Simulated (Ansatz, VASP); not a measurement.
Given: the input of a run of Ansatz 0.2.0 on MoS2.

File input.yaml:

```yaml
crystal:
  lattice:
    - [1.5855, 0.9153888518, 6.1149966667]
    - [-1.5855, 0.9153888518, 6.1149966667]
    - [0.0, -1.8307777036, 6.1149966667]
  atoms:
    - { symbol: Mo, position: [0.0, 0.0, 0.0] }
    - { symbol: S, position: [0.25, 0.25, 0.25] }
    - { symbol: S, position: [0.75, 0.75, 0.75] }
hamiltonian:
  xc: pbe
  pseudopotentials: { kind: paw }
  dispersion: d3bj
kpoints:
  mp_grid: { grid: [10, 10, 10] }
scf:
  occupations: { method: fermi_dirac, width: 0.05 }
output:
  forces: true
  stress: true
  eigenvalues: true
relax:
  f_tol: 0.01
  max_steps: 40
  cell: { stress_tol: 0.05 }
```

Potentials or basis: Ansatz PAW.

Run with:

```console
$ ansatz run input.yaml --threads 2 --pin off --max-ram 5632MiB --backend cpu --events-out ev --progress --plain --runs-dir out
```

**Question.** Translate it to VASP 6.6.1. Potentials there: VASP PAW PBE potentials, release 64 (Mo_sv, S).

**Answer.** As run (the cutoff follows the program's own potentials):

INCAR

```
SYSTEM = MoS2
PREC = Accurate
ENCUT = 600
EDIFF = 1E-6
ISMEAR = -1
SIGMA = 0.05
LREAL = .False.
LASPH = .True.
NELM = 100
ALGO = Normal
ISIF = 3
LWAVE = .False.
LCHARG = .False.
GGA = PE
IVDW = 12
IBRION = 2
NSW = 60
EDIFFG = -0.01
```

KPOINTS

```
regular mesh
0
Gamma
  10 10 10
  0 0 0
```

Contents of POSCAR:

```
MoS2
1.0
    1.5855000000      0.9153888518      6.1149966667
   -1.5855000000      0.9153888518      6.1149966667
    0.0000000000     -1.8307777036      6.1149966667
Mo S
1 2
Direct
    0.0000000000      0.0000000000      0.0000000000
    0.2500000000      0.2500000000      0.2500000000
    0.7500000000      0.7500000000      0.7500000000
```

Potentials or basis: VASP PAW PBE potentials, release 64 (Mo_sv, S).

Launch:

```bash
$ cat potpaw_PBE.64/Mo_sv/POTCAR potpaw_PBE.64/S/POTCAR > POTCAR
$ mpirun -np 1 vasp_std > vasp.out
```

Both were run:

|  | VASP | Ansatz | Ansatz less VASP |
| --- | --- | --- | --- |
| gap on the k mesh at the Fermi level, each at its own relaxed structure (eV) | none | none | - |
| relaxed volume (Å³/atom) | 16.96 | 16.97 | +0.004 |
| relaxed cell length with the largest relative difference (Å) | 6.239 | 6.236 | -0.0032 |

A gap of «none» marks a metal or a gap that the smearing closes.

Noted on Ansatz's run: the plane-wave basis is chosen anew once the cell has moved, so the energies of steps on either side of that aren't comparable.
